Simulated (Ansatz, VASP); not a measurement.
# Two plane-wave programs on MgO

```
Mg O
1.0
     5.52307    0.00000    0.00000
     0.00000    5.52307    0.00000
     0.00000    0.00000    5.52307
Mg O
6 6
Direct
  0.25000 0.00019 0.50000
  0.00000 0.49981 0.25000
  0.50000 0.75000 0.00000
  0.75000 0.00019 0.50000
  0.00000 0.49981 0.75000
  0.50000 0.25000 0.00000
  0.25000 0.52173 0.00000
  0.50000 0.97827 0.25000
  0.00000 0.75000 0.50000
  0.75000 0.52173 0.00000
  0.50000 0.97827 0.75000
  0.00000 0.25000 0.50000
```

Change from the starting cell: mode 14 frozen in at -0.043 Å and mode 24 at +0.086 Å (largest displacements).

Alike in both runs: task single point; functional LDA; k mesh 4 × 4 × 4; occupations gaussian, width 0.05 eV; no spin polarisation.

```csv
,VASP,Ansatz
version,VASP 6.6.1,Ansatz 0.2.0
potentials or method,"VASP PAW LDA potentials, release 64 (Mg, O), cutoff 520 eV","scalar-relativistic, plane waves, PAW"
valence electrons in the cell,48,96
```

Ansatz gave:

- gap on the k mesh at the Fermi level (eV): 2.78
- least direct gap on the mesh (eV): 2.78
- pressure (GPa): 0.5
- traceless stress, the component that is largest in VASP (GPa): -0.23
- rms of the force components (eV/Å): 0.573

Problem. Estimate VASP's values.

Solution. gap on the k mesh at the Fermi level (eV): 2.77; least direct gap on the mesh (eV): 2.77; pressure (GPa): -0.2; traceless stress, the component that is largest in VASP (GPa): -0.22; rms of the force components (eV/Å): 0.587.

Ansatz warns that its potentials were made for another functional, while VASP's fit it. LDA's correlation is that of Perdew and Zunger in VASP and of Perdew and Wang (1992) in Ansatz. Atom by atom the forces differ by 0.015 eV/Å (rms over components). VASP's potentials hold 48 valence electrons a cell and Ansatz's 96, so a difference there can come from the potentials and not from the codes.
